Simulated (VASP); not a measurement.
# HfC (Fm-3m) in VASP: a series of runs

Runs on HfC. Level: PBEsol. Tasks: single point.

Program: VASP 6.6.1. These are calculated values, not measurements. Logs are shortened: lines on timing, memory, paths and dates and some standing lists are left out, and cuts for length are marked.

### 1 The cell of the first run

It takes space group Fm-3m (No. 225, cubic). Conventional cell: a = 4.456 Å, b = 4.456 Å, c = 4.456 Å, α = 90.00°, β = 90.00°, γ = 90.00°. Hf (site symmetry m-3m) has 6 C at 2.23 Å within 2.9 Å. Within 2.9 Å of C (site symmetry m-3m) lie 6 Hf at 2.23 Å.

### 2 Single point, PBEsol

File INCAR:

```
  ALGO = Normal
  EDIFF = 1E-7
  ENCUT = 520
  GGA = PS
  ISIF = 2
  ISMEAR = -1
  LASPH = T
  LCHARG = T
  LELF = T
  LREAL = F
  LVHAR = T
  LWAVE = F
  NBANDS = 14
  NELM = 80
  PREC = Accurate
  SIGMA = 0.05
```

File KPOINTS:

```
k-points
0
Gamma
  11 11 11
```

File POSCAR:

```
HfC
1.0
    0.0000000000      2.2280102335      2.2280102335
    2.2280102335      0.0000000000      2.2280102335
    2.2280102335      2.2280102335      0.0000000000
Hf C
1 1
Direct
    0.5000000000      0.5000000000      0.5000000000
    0.0000000000      0.0000000000      0.0000000000
```

Potentials or basis: VASP PAW PBE potentials, release 64 (Hf_pv, C).

Run with:

```sh
cat potpaw_PBE.64/Hf_pv/POTCAR potpaw_PBE.64/C/POTCAR > POTCAR
mpirun -np 1 vasp_std > vasp.out
```

OUTCAR:

```text
EDIFF = 1E-7
   ENCUT = 520
   GGA = PS
   ISIF = 2
   ISMEAR = -1
   LASPH = T
   LREAL = F
   NELM = 80
   PREC = Accurate

 ion  position               nearest neighbor table
   1  0.500  0.500  0.500-   2 2.23   2 2.23   2 2.23   2 2.23   2 2.23   2 2.23
   2  0.000  0.000  0.000-   1 2.23   1 2.23   1 2.23   1 2.23   1 2.23   1 2.23

  LATTYP: Found a face centered cubic cell.
 ALAT       =     4.4560204670

  Lattice vectors:

 A1 = (   0.0000000000,   2.2280102335,   2.2280102335)
 A2 = (   2.2280102335,   0.0000000000,   2.2280102335)
 A3 = (   2.2280102335,   2.2280102335,   0.0000000000)

Analysis of symmetry for initial positions (statically):
=====================================================================
 Subroutine PRICEL returns:
 Original cell was already a primitive cell.

 Routine SETGRP: Setting up the symmetry group for a
 face centered cubic supercell.

 Subroutine GETGRP returns: Found 48 space group operations
 (whereof 48 operations were pure point group operations)
 out of a pool of 48 trial point group operations.

The static configuration has the point symmetry O_h .

Analysis of symmetry for dynamics (positions and initial velocities):
=====================================================================
 Subroutine PRICEL returns:
 Original cell was already a primitive cell.

 Routine SETGRP: Setting up the symmetry group for a
 face centered cubic supercell.

 Subroutine GETGRP returns: Found 48 space group operations
 (whereof 48 operations were pure point group operations)
 out of a pool of 48 trial point group operations.

The dynamic configuration has the point symmetry O_h .

 Subroutine INISYM returns: Found 48 space group operations
 (whereof 48 operations are pure point group operations),
 and found     1 'primitive' translations

----------------------------------------------------------------------------------------

                                     Primitive cell

  volume of cell :      22.1198

  direct lattice vectors                    reciprocal lattice vectors
     0.000000000  2.228010234  2.228010234    -0.224415486  0.224415486  0.224415486
     2.228010234  0.000000000  2.228010234     0.224415486 -0.224415486  0.224415486
     2.228010234  2.228010234  0.000000000     0.224415486  0.224415486 -0.224415486

  length of vectors
     3.150882289  3.150882289  3.150882289     0.388699024  0.388699024  0.388699024

  position of ions in fractional coordinates (direct lattice)
     0.500000000  0.500000000  0.500000000
     0.000000000  0.000000000  0.000000000

  ion indices of the primitive-cell ions
   primitive index   ion index
                 1           1
                 2           2

----------------------------------------------------------------------------------------

 KPOINTS: k-points

Automatic generation of k-mesh.
 Grid dimensions read from file:
 generate k-points for:   11   11   11

 Generating k-lattice:

  Cartesian coordinates                     Fractional coordinates (reciprocal lattice)
    -0.020401408  0.020401408  0.020401408     0.090909091  0.000000000  0.000000000
     0.020401408 -0.020401408  0.020401408     0.000000000  0.090909091  0.000000000
     0.020401408  0.020401408 -0.020401408     0.000000000  0.000000000  0.090909091

  Length of vectors
     0.035336275  0.035336275  0.035336275

  Shift w.r.t. Gamma in fractional coordinates (k-lattice)
     0.000000000  0.000000000  0.000000000

 Subroutine IBZKPT returns following result:
 ===========================================

 Found     56 irreducible k-points:

 Following reciprocal coordinates:
            Coordinates               Weight
  0.000000  0.000000  0.000000      1.000000
  0.090909  0.000000  0.000000      8.000000
  0.181818  0.000000  0.000000      8.000000
  0.272727  0.000000  0.000000      8.000000
  0.363636  0.000000  0.000000      8.000000
  0.454545  0.000000  0.000000      8.000000
[... 16 lines left out ...]
 -0.272727  0.181818  0.000000     24.000000
 -0.181818  0.181818  0.000000     12.000000
 [... further k-points ...]
   k-points           NKPTS =     56   k-points in BZ     NKDIM =     56   number of bands    NBANDS=     14
   number of dos      NEDOS =    301   number of ions     NIONS =      2
   total plane-waves  NPLWV =  13824
   dimension x,y,z NGX =    24 NGY =   24 NGZ =   24
   dimension x,y,z NGXF=    48 NGYF=   48 NGZF=   48
   ions per type =               1   1
   NGX,Y,Z   is equivalent  to a cutoff of  12.66, 12.66, 12.66 a.u.
   NGXF,Y,Z  is equivalent  to a cutoff of  25.33, 25.33, 25.33 a.u.
 SYSTEM =  unknown system
   PREC   = accura    normal or accurate (medium, high low for compatibility)
   ISTART =      0    job   : 0-new  1-cont  2-samecut
   ICHARG =      2    charge: 1-file 2-atom 10-const
   ISPIN  =      1    spin polarized calculation?
   LNONCOLLINEAR =      F non collinear calculations
   LSORBIT =      F    spin-orbit coupling
   LASPH  =      T    aspherical Exc in radial PAW
   ENCUT  =  520.0 eV  38.22 Ry    6.18 a.u.   5.86  5.86  5.86*2*pi/ulx,y,z
   NELM   =     80;   NELMIN=  2; NELMDL= -5     # of ELM steps
   EDIFF  = 0.1E-06   stopping-criterion for ELM
   LREAL  =      F    real-space projection
   EDIFFG = 0.1E-05   stopping-criterion for IOM
   NSW    =      0    number of steps for IOM
   IBRION =     -1    ionic relax: 0-MD 1-quasi-New 2-CG
   NFREE  =      0    steps in history (QN), initial steepest desc. (CG)
   ISIF   =      2    stress and relaxation
   ISYM   =      2    0-nonsym 1-usesym 2-fastsym
   POTIM  = 0.5000    time-step for ionic-motion
   TEBEG  =    0.0;   TEEND  =   0.0 temperature during run
   PSTRESS=    0.0 pullay stress
   NELECT =      14.0000    total number of electrons
   NUPDOWN=      -1.0000    fix difference up-down
   EMIN   =  10.00;   EMAX   =-10.00  energy-range for DOS
   EFERMI =   0.00;   METHOD = LEGACY
   ISMEAR =    -1;   SIGMA  =   0.05  broadening in eV -4-tet -1-fermi 0-gaus
   EFERMI_NEDOS =   21; number of points for ismear=-14 and -15
   IALGO  =     38    algorithm
   IMIX   =      4    mixing-type and parameters
     AMIX     =   0.40;   BMIX     =  1.00
     AMIX_MAG =   1.60;   BMIX_MAG =  1.00
  volume/ion in A,a.u.               =      11.06        74.64
  Fermi-wavevector in a.u.,A,eV,Ry     =   1.405585  2.656170 26.880597  1.975668
  Thomas-Fermi vector in A             =   2.528031
   LORBIT       =      0    0 simple, 1 ext, 2 COOP (PROOUT), +10 PAW based schemes
   GGA     = PS    functional components
   LHFCALC =     F    Hartree Fock is set to
   AEXX    =    0.0000 exact exchange contribution
   IVDW    =     0    specifies the selected vdW correction
   LEPSILON=     F    determine dielectric tensor
   LRPA    =     F    only Hartree local field effects (RPA)
 non-spin polarized calculation
  energy-cutoff  :      520.00
  volume of cell :       22.12
 maximum number of plane-waves:       609
   NGX = 11   NGY = 11   NGZ = 11

 number of electron      13.9999999 magnetization

 Free energy of the ion-electron system (eV)
  ---------------------------------------------------
  ext. energy  EPLUGINS =         0.00000000
  ---------------------------------------------------
  free energy    TOTEN  =       -21.99186873 eV

  energy without entropy =      -21.98871081  energy(sigma->0) =      -21.99028977

 E-fermi :   6.8852     XC(G=0): -13.0622

 val. band max:        6.8765441762   @ k =   0.4545   0.4545   0.0000
 cond. band min:       6.9066653723   @ k =   0.0909   0.0000   0.0000
 fundamental gap:      0.0301211960
 Fermi energy:         6.8852142990

 k-point     1 :       0.0000    0.0000    0.0000
  band No.  band energies     occupation
      1     -22.0511      2.00000
      2     -22.0511      2.00000
      3     -22.0511      2.00000
      4      -6.1051      2.00000
      5       7.9267      0.00000
      6       7.9267      0.00000
      7       7.9267      0.00000
      8       8.1856      0.00000
      9       8.1856      0.00000
     10       8.1856      0.00000
     11      10.5870      0.00000
     12      10.5870      0.00000
     13      15.2498      0.00000
     14      18.1481      0.00000

 k-point     2 :       0.0909    0.0000    0.0000
  band No.  band energies     occupation
      1     -22.1473      2.00000
      2     -22.0594      2.00000
      3     -22.0594      2.00000
      4      -5.8477      2.00000
      5       6.5501      1.99755
      6       6.9067      0.78872
      7       6.9067      0.78871
      8       8.6130      0.00000
      9       8.6130      0.00000
     10       9.0629      0.00000
     11      11.6847      0.00000
     12      11.6847      0.00000
     13      15.6824      0.00000
     14      18.8335      0.00000

 k-point     3 :       0.1818    0.0000    0.0000
  band No.  band energies     occupation
      1     -22.3967      2.00000
      2     -22.0818      2.00000
      3     -22.0818      2.00000
      4      -5.1297      2.00000
      5       4.8394      2.00000
      6       5.5991      2.00000
      7       5.5991      2.00000
      8       9.3420      0.00000
      9       9.3420      0.00000
     10       9.6620      0.00000
     11      13.7297      0.00000
     12      13.7297      0.00000
     13      16.6596      0.00000
     14      20.5866      0.00000
[... 324 lines left out ...]
 k-point    23 :      -0.2727    0.1818    0.0000
  band No.  band energies     occupation
      1     -22.8441      2.00000
      2     -22.3780      2.00000
      3     -22.1328      2.00000
      4      -2.9578      2.00000
      5       1.7880      2.00000
      6       3.8180      2.00000
      7       4.2509      2.00000
      8      10.6380      0.00000
      9      11.4131      0.00000
     10      13.1952      0.00000
     11      14.7300      0.00000
     12      17.3535      0.00000
     13      19.5414      0.00000
     14      21.3327      0.00000

 k-point    24 :      -0.1818    0.1818    0.0000
  band No.  band energies     occupation
      1     -22.6702      2.00000
      2     -22.2913      2.00000
      3     -22.0929      2.00000
      4      -3.8475      2.00000
      5       2.8502      2.00000
      6       4.2114      2.00000
      7       4.7172      2.00000
      8       9.7033      0.00000
      9      10.9495      0.00000
     10      12.2370      0.00000
     11      13.4535      0.00000
     12      17.7219      0.00000
     13      17.8491      0.00000
     14      21.3455      0.00000

 [... further k-points ...]

------------------------ aborting loop because EDIFF is reached ----------------------------------------

  FORCE on cell =-STRESS in cart. coord.  units (eV):
  Direction    XX          YY          ZZ          XY          YZ          ZX
  --------------------------------------------------------------------------------------
  -------------------------------------------------------------------------------------
  Total        4.2325837      4.2325837      4.2325837      0.0000000      0.0000000     -0.0000000
  in kB      306.5734915    306.5734915    306.5734915      0.0000000      0.0000000     -0.0000000
  external PRESSURE =     306.5734915 kB  Pullay stress =       0.0000000 kB

 VOLUME and BASIS-vectors are now :
 -----------------------------------------------------------------------------
  energy-cutoff  :      520.00
  volume of cell :       22.12
      direct lattice vectors                 reciprocal lattice vectors
     0.000000000  2.228010234  2.228010234    -0.224415486  0.224415486  0.224415486
     2.228010234  0.000000000  2.228010234     0.224415486 -0.224415486  0.224415486
     2.228010234  2.228010234  0.000000000     0.224415486  0.224415486 -0.224415486

 POSITION                                       TOTAL-FORCE (eV/Angst)
 -----------------------------------------------------------------------------------
      2.22801      2.22801      2.22801         0.000000     -0.000000      0.000000
      0.00000      0.00000      0.00000         0.000000      0.000000      0.000000
 -----------------------------------------------------------------------------------
    total drift:                                0.000000     -0.000000      0.000000

  FREE ENERGIE OF THE ION-ELECTRON SYSTEM (eV)
  ---------------------------------------------------
  free  energy   TOTEN  =       -21.9918687251 eV

  energy  without entropy=      -21.9887108125  energy(sigma->0) =      -21.99028977
```

Run time: 8.3 s. Hardware: 1 thread of Intel Xeon Platinum 8488C (Sapphire Rapids), shared host; peak memory 0.15 GiB.

Results:

```
Free energy            : -21.9919 eV
Pressure               : 30.7 GPa
Band gap on the k mesh : zero (band 7 reaches 7.93 eV, above the bottom of band 8 at 6.42 eV)
```

Levels at points of the mesh, in eV from the Fermi level:
| k point | band 5 | band 6 | band 7 | band 8 | band 9 | band 10 |
| --- | --- | --- | --- | --- | --- | --- |
| (0.00, 0.00, 0.00) | 1.04 | 1.04 | 1.04 | 1.30 | 1.30 | 1.30 |

Caveat: the PAW data sets were made with another functional, which shifts forces and pressure a little; spin-orbit coupling is left out, which moves the levels of the heavy elements.

### 3 Single point, PBEsol

This run uses another cell than the first one, of 11.56 Å³/atom, 1.045 times its volume.

File INCAR:

```
SYSTEM = HfC
ALGO = Normal ; EDIFF = 1E-7
ENCUT = 520 ; GGA = PS
ISIF = 2 ; ISMEAR = -1
LASPH = .True. ; LCHARG = .False.
LREAL = .False. ; LWAVE = .False.
NBANDS = 14 ; NELM = 80
PREC = Accurate ; SIGMA = 0.05
```

File KPOINTS:

```
k-points
0
Gamma
  11 11 11
  0 0 0
```

File POSCAR:

```
HfC
1.0
    0.0000000000      2.2612690210      2.2612690210
    2.2612690210      0.0000000000      2.2612690210
    2.2612690210      2.2612690210      0.0000000000
Hf C
1 1
Direct
    0.5000000000      0.5000000000      0.5000000000
    0.0000000000      0.0000000000      0.0000000000
```

Potentials or basis: VASP PAW PBE potentials, release 64 (Hf_pv, C).

Run with:

```sh
cat potpaw_PBE.64/Hf_pv/POTCAR potpaw_PBE.64/C/POTCAR > POTCAR
mpirun -np 1 vasp_std > vasp.out
```

Run time: 8.6 s. Hardware: 1 thread of Intel Xeon Platinum 8488C (Sapphire Rapids), shared host; peak memory 0.15 GiB.

Results (log left out):

```
Free energy            : -22.1352 eV
Pressure               : 15.5 GPa
Band gap on the k mesh : zero (band 7 reaches 7.54 eV, above the bottom of band 8 at 6.05 eV)
```

Levels at points of the mesh, in eV from the Fermi level:
| k point | band 4 | band 5 | band 6 | band 7 | band 8 | band 9 | band 10 | band 11 |
| --- | --- | --- | --- | --- | --- | --- | --- | --- |
| (0.00, 0.00, 0.00) | -12.76 | 1.02 | 1.02 | 1.02 | 1.31 | 1.31 | 1.31 | 3.57 |

Caveat: the PAW data sets were made with another functional, which shifts forces and pressure a little; spin-orbit coupling is left out, which moves the levels of the heavy elements.

### 4 Single point, PBEsol

This run uses another cell than the first one, of 12.07 Å³/atom, 1.091 times its volume.

File INCAR:

```
ALGO     = Normal         # electronic algorithm
EDIFF    = 1E-7           # SCF threshold, eV
ENCUT    = 520            # plane-wave cutoff, eV
GGA      = PS             # functional
ISIF     = 2              # what is computed and relaxed
ISMEAR   = -1             # smearing method
LASPH    = True           # aspherical terms in the spheres
LCHARG   = True           # write CHGCAR
LELF     = True           # ELF
LREAL    = False          # projectors in reciprocal space
LVHAR    = True         
LWAVE    = False          # write WAVECAR
NBANDS   = 14             # bands
NELM     = 80             # most SCF steps
PREC     = Accurate       # precision mode
SIGMA    = 0.05           # smearing width, eV
```

File KPOINTS:

```
k-points
0
Gamma
  11 11 11
```

File POSCAR:

```
HfC
1.0
    0.0000000000      2.2935772291      2.2935772291
    2.2935772291      0.0000000000      2.2935772291
    2.2935772291      2.2935772291      0.0000000000
Hf C
1 1
Direct
    0.5000000000      0.5000000000      0.5000000000
    0.0000000000      0.0000000000      0.0000000000
```

Potentials or basis: VASP PAW PBE potentials, release 64 (Hf_pv, C).

Run with:

```sh
cat potpaw_PBE.64/Hf_pv/POTCAR potpaw_PBE.64/C/POTCAR > POTCAR
mpirun -np 1 vasp_std > vasp.out
```

OUTCAR:

```text
EDIFF = 1E-7
   ENCUT = 520
   GGA = PS
   ISIF = 2
   ISMEAR = -1
   LASPH = True
   LREAL = False
   NELM = 80
   PREC = Accurate

 ion  position               nearest neighbor table
   1  0.500  0.500  0.500-   2 2.29   2 2.29   2 2.29   2 2.29   2 2.29   2 2.29
   2  0.000  0.000  0.000-   1 2.29   1 2.29   1 2.29   1 2.29   1 2.29   1 2.29

  LATTYP: Found a face centered cubic cell.
 ALAT       =     4.5871544582

  Lattice vectors:

[... 593 lines left out ...]

------------------------ aborting loop because EDIFF is reached ----------------------------------------

  FORCE on cell =-STRESS in cart. coord.  units (eV):
  Direction    XX          YY          ZZ          XY          YZ          ZX
  --------------------------------------------------------------------------------------
  -------------------------------------------------------------------------------------
  Total        0.4707672      0.4707672      0.4707672      0.0000000      0.0000000      0.0000000
  in kB       31.2569549     31.2569549     31.2569549      0.0000000      0.0000000      0.0000000
  external PRESSURE =      31.2569549 kB  Pullay stress =       0.0000000 kB

 VOLUME and BASIS-vectors are now :
 -----------------------------------------------------------------------------
  energy-cutoff  :      520.00
  volume of cell :       24.13
      direct lattice vectors                 reciprocal lattice vectors
     0.000000000  2.293577229  2.293577229    -0.218000072  0.218000072  0.218000072
     2.293577229  0.000000000  2.293577229     0.218000072 -0.218000072  0.218000072
     2.293577229  2.293577229  0.000000000     0.218000072  0.218000072 -0.218000072

 POSITION                                       TOTAL-FORCE (eV/Angst)
 -----------------------------------------------------------------------------------
      2.29358      2.29358      2.29358        -0.000000      0.000000      0.000000
      0.00000      0.00000      0.00000         0.000000     -0.000000     -0.000000
 -----------------------------------------------------------------------------------
    total drift:                                0.000000     -0.000000      0.000000

  FREE ENERGIE OF THE ION-ELECTRON SYSTEM (eV)
  ---------------------------------------------------
  free  energy   TOTEN  =       -22.1925315609 eV

  energy  without entropy=      -22.1894538531  energy(sigma->0) =      -22.19099271
```

Run time: 8.4 s. Hardware: 1 thread of Intel Xeon Platinum 8488C (Sapphire Rapids), shared host; peak memory 0.15 GiB.

What came out:

| Property | Result |
| --- | --- |
| Free energy | -22.1925 eV |
| Pressure | 3.1 GPa |
| Band gap on the k mesh | zero (band 7 reaches 7.17 eV, above the bottom of band 8 at 5.70 eV) |

Caveat: the PAW data sets were made with another functional, which shifts forces and pressure a little; spin-orbit coupling is left out, which moves the levels of the heavy elements.

### 5 Summary

```tsv
cell	gap on the mesh (eV)	pressure (GPa)
a = 3.151 Å, angles 60.0°, 2 atoms	none	30.7
a = 3.198 Å, angles 60.0°, 2 atoms	none	15.5
a = 3.244 Å, angles 60.0°, 2 atoms	none	3.1
```

Alike in all rows: task single point; level PBEsol; potentials or basis VASP PAW PBE potentials, release 64 (Hf_pv, C); no spin polarisation; k mesh 11 × 11 × 11; cutoff (eV) 520; smearing fermi-dirac 0.05 eV.

Caveats: the PAW data sets were made with another functional, which shifts forces and pressure a little; spin-orbit coupling is left out, which moves the levels of the heavy elements.

Total energies depend on the potentials used, so only differences within one code and one set of settings carry meaning.
